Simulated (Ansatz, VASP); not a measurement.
## One calculation of Os, two programs

```xyz
8
Lattice="5.0715 0.0000 0.0000 0.0000 4.6133 0.0000 -1.3737 0.0000 4.9114" Properties=species:S:1:pos:R:3 pbc="T T T"
Os    4.1815    0.7291    0.6812
Os    0.2031    3.0358    1.7745
Os   -0.4837    3.8842    4.2302
Os    3.4947    1.5776    3.1369
Os    1.5882    0.7464    1.4538
Os    2.7965    3.0530    1.0020
Os    2.1096    3.8669    3.4577
Os    0.9013    1.5603    3.9095
```

Alike in both runs: task single point; functional PBE; k mesh 6 × 6 × 6; occupations fermi-dirac, width 0.05 eV; no spin polarisation.

|  | VASP | Ansatz |
| --- | --- | --- |
| version | VASP 6.6.1 | Ansatz 0.2.0 |
| potentials or method | VASP PAW PBE potentials, release 64 (Os) | Ansatz PAW |
| plane-wave cutoff (eV) | 520 | 420 |
| valence electrons in the cell | 64 | 128 |

Ansatz gave:

* gap on the k mesh at the Fermi level (eV): none
* pressure (GPa): 12.0
* traceless stress, the component that is largest in VASP (GPa): 0.66
* rms of the force components (eV/Å): 0.048

Task: What did VASP give for the same quantities?

Result: gap on the k mesh at the Fermi level (eV): none; pressure (GPa): 12.0; traceless stress, the component that is largest in VASP (GPa): 0.62; rms of the force components (eV/Å): 0.053.

Atom by atom the forces differ by 0.012 eV/Å (rms over components). A gap of «none» marks a metal or a gap that the smearing closes. VASP's potentials hold 64 valence electrons a cell and Ansatz's 128, so a difference there can come from the potentials and not from the codes.

Neither program's run includes spin-orbit coupling.
